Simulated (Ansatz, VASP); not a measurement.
# Co: VASP beside Ansatz

File INCAR:

```
SYSTEM = Co
  PREC = Accurate
  ENCUT = 600
  EDIFF = 1E-6
  ISMEAR = 0
  SIGMA = 0.1
  LREAL = .False.
  LASPH = .True.
  NELM = 200
  ALGO = Normal
  ISIF = 2
  LWAVE = .False.
  LCHARG = .False.
  ISPIN = 2
  MAGMOM = 3
  LORBIT = 11
  LMAXMIX = 4
  GGA = PS
  NBANDS = 18
  GGA_COMPAT = .False.
```

KPOINTS

```
regular mesh
0
Gamma
  10 10 10
  0 0 0
```

The input POSCAR:

```
Co
1.0
   -1.4007390990      1.4007390990      1.3182659772
    1.4007390990     -1.4007390990      1.3182659772
    1.4007390990      1.4007390990     -1.3182659772
Co
1
Direct
    0.0000000000      0.0000000000      0.0000000000
```

Input for Ansatz:

```yaml
crystal:
  lattice:
    - [-1.400739099, 1.400739099, 1.3182659772]
    - [1.400739099, -1.400739099, 1.3182659772]
    - [1.400739099, 1.400739099, -1.3182659772]
  atoms:
    - { symbol: Co, position: [0.0, 0.0, 0.0], spin: 3.0 }
basis:
  ecutwfc: 420
kpoints:
  mp_grid: { grid: [10, 10, 10] }
hamiltonian:
  xc: pbesol
scf:
  occupations: { method: gaussian, width: 0.1 }
  lower_state_search: "off"
output:
  forces: true
  stress: true
  eigenvalues: true
  populations: true
magnetization:
  spin_polarized: true
```

Alike in both runs: task single point; functional PBEsol; k mesh 10 × 10 × 10; occupations gaussian, width 0.1 eV; collinear spin.

```csv
,VASP,Ansatz
version,VASP 6.6.1,Ansatz 0.2.0
potentials or method,"VASP PAW PBE potentials, release 64 (Co_sv), cutoff 600 eV","scalar-relativistic, plane waves, PAW"
valence electrons in the cell,17,17
```

```tsv
	VASP	Ansatz	Ansatz less VASP
gap on the k mesh at the Fermi level (eV)	none	none	-
pressure (GPa)	2.9	6.6	+3.76
traceless stress, the component that is largest in VASP (GPa)	-2.32	-2.25	+0.075
net moment per atom (μB)	1.75	1.75	+0.004
size of the moment on the site where the two differ most (μB)	1.78	1.80	+0.016
```

VASP's potentials were made for PBE, not for PBEsol. Site moments also hang on the region over which each program counts them. A gap of «none» marks a metal or a gap that the smearing closes.
